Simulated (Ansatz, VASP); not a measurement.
## One calculation of Si16Ge, two programs

```xyz
17
Lattice="0.0000 5.4300 5.4300 5.4300 0.0000 5.4300 5.4300 5.4300 0.0000" Properties=species:S:1:pos:R:3 pbc="T T T"
Si    0.0555   -0.0455   -0.0256
Si    1.4176    1.3554    1.3550
Si    2.7082    2.7207   -0.0141
Si    4.0713    4.0207    1.3549
Si    2.7083   -0.0102    2.7238
Si    4.0714    1.3552    4.0381
Si    5.4345    2.7209    2.7240
Si    6.7865    4.0703    4.0698
Si    0.0557    2.7563    2.7354
Si    1.3556    4.0704    4.0704
Si    2.6566    5.3834    2.7359
Si    4.0713    6.7852    4.1018
Si    2.6569    2.7565    5.4036
Si    4.0714    4.1198    6.7848
Si    5.4346    5.4196    5.4158
Si    6.7250    6.7852    6.7849
Ge    9.5006    6.7852    6.7852
```

Alike in both runs: functional PBEsol; k mesh 2 × 2 × 2; occupations gaussian, width 0.02 eV; no spin polarisation.

Ansatz relaxed the structure, and its values are those at the end. VASP's run is a single point on that final structure, the one shown.

```csv
,VASP,Ansatz
version,VASP 6.6.1,Ansatz 0.2.0
potentials or method,"VASP PAW PBE potentials, release 64 (Si, Ge_d), cutoff 520 eV","scalar-relativistic, plane waves, PAW"
valence electrons in the cell,78,78
```

```csv
,VASP,Ansatz,Ansatz less VASP
rms of the force components (eV/Å),0.004,0.003,-0.0005
```

VASP's potentials were made for PBE, not for PBEsol, and Ansatz warns of the same on its side. With one functional, cell and mesh, what is left measures potentials, basis and numerics.

The k mesh is coarse, so the values compare programs but aren't converged.
